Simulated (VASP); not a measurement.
NbZn3, 4 atoms in the cell. Symmetry: Pm-3m, No. 221, cubic system. The conventional cell has a = 3.921 Å, b = 3.921 Å, c = 3.921 Å, α = 90.00°, β = 90.00°, γ = 90.00°. Within 3.7 Å of Nb (site symmetry m-3m) lie 12 Zn at 2.77 Å. Within 3.7 Å of Zn (site symmetry 4/mmm) lie 4 Nb at 2.77 Å and 8 Zn at 2.77 Å. 

* Program: VASP 6.6.1
* Task: electric field gradients
* Functional: PBEsol
* Potentials or basis: VASP PAW PBE potentials, release 64 (Nb_sv, Zn)
* Cutoff: 520 eV
* k mesh: 10 × 10 × 10
* Occupations: fermi-dirac, width 0.05 eV
* Spin: no spin polarisation
* Dipole correction: no
* Further INCAR settings: ALGO = Normal; EDIFF = 1e-08; NBANDS = 32

Potentials or basis: VASP PAW PBE potentials, release 64 (Nb_sv, Zn).

Launch:

```console
$ cat potpaw_PBE.64/Nb_sv/POTCAR potpaw_PBE.64/Zn/POTCAR > POTCAR
$ mpirun -np 1 vasp_std > vasp.out
```

Hardware: 1 thread of Oxide Virtual Turin-like Processor (shared host).

Problem. How long does it take, and how much memory?

Solution. Wall time 81 s on 1 thread of Oxide Virtual Turin-like Processor (shared host), peak memory 0.2 GiB. Counts: scf iterations 16, k points 56.
